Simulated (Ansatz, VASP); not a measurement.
Two plane-wave programs on TaTl

The input INCAR:

```
SYSTEM = TaTl
PREC = Accurate
ENCUT = 520
EDIFF = 1E-6
ISMEAR = -1
SIGMA = 0.05
LREAL = .FALSE.
LASPH = .TRUE.
NELM = 80
ALGO = Normal
ISIF = 2
LWAVE = .FALSE.
LCHARG = .FALSE.
GGA = PE
NBANDS = 19
```

KPOINTS

```
Automatic mesh
0
G
  7 7 7
  0 0 0
```

POSCAR

```
TaTl
1.0
    3.6221205400      0.0000000000      0.0000000000
    0.0000000000      3.6221205400      0.0000000000
    0.0000000000      0.0000000000      3.6221205400
Ta Tl
1 1
Direct
    0.0000000000      0.0000000000      0.0000000000
    0.5000000000      0.5000000000      0.5000000000
```

The input input.yaml:

```yaml
crystal:
  lattice:
    - [3.62212054, 0.0, 0.0]
    - [0.0, 3.62212054, 0.0]
    - [0.0, 0.0, 3.62212054]
  atoms:
    - { symbol: Ta, position: [0.0, 0.0, 0.0] }
    - { symbol: Tl, position: [0.5, 0.5, 0.5] }
hamiltonian:
  xc: pbe
  pseudopotentials: { kind: paw }
kpoints:
  mp_grid: { grid: [7, 7, 7] }
  band_path:
    path:
      - [[0.0, 0.0, 0.0], [0.0, 0.5, 0.0], [0.5, 0.5, 0.0], [0.0, 0.0, 0.0], [0.5, 0.5, 0.5], [0.0, 0.5, 0.0]]
      - [[0.5, 0.5, 0.0], [0.5, 0.5, 0.5]]
    npoints: 14
scf:
  occupations: { method: fermi_dirac, width: 0.05 }
  n_extra_bands: 6
output:
  forces: true
  stress: true
  eigenvalues: true
  fatbands: true
  write_density: true
  write_potential: true
  elf: true
  volumetric_format: npy
```

Alike in both runs: functional PBE; k mesh 7 × 7 × 7; occupations fermi-dirac, width 0.05 eV; no spin polarisation.

|  | VASP | Ansatz |
| --- | --- | --- |
| version | VASP 6.6.1 | Ansatz 0.2.0 |
| potentials or method | VASP PAW PBE potentials, release 64 (Ta_pv, Tl_d) | Ansatz PAW |
| plane-wave cutoff (eV) | 520 | 420 |
| valence electrons in the cell | 24 | 26 |
| task | single point | band structure |

```tsv
	VASP	Ansatz	Ansatz less VASP
gap on the k mesh at the Fermi level (eV)	none	none	-
pressure (GPa)	-13.5	-13.5	+0.01
```

A gap of «none» marks a metal or a gap that the smearing closes. The functional is the same, so the differences come from potentials, cutoffs and numerics. VASP's potentials hold 24 valence electrons a cell and Ansatz's 26, so a difference there can come from the potentials and not from the codes.

Spin-orbit coupling is off throughout.
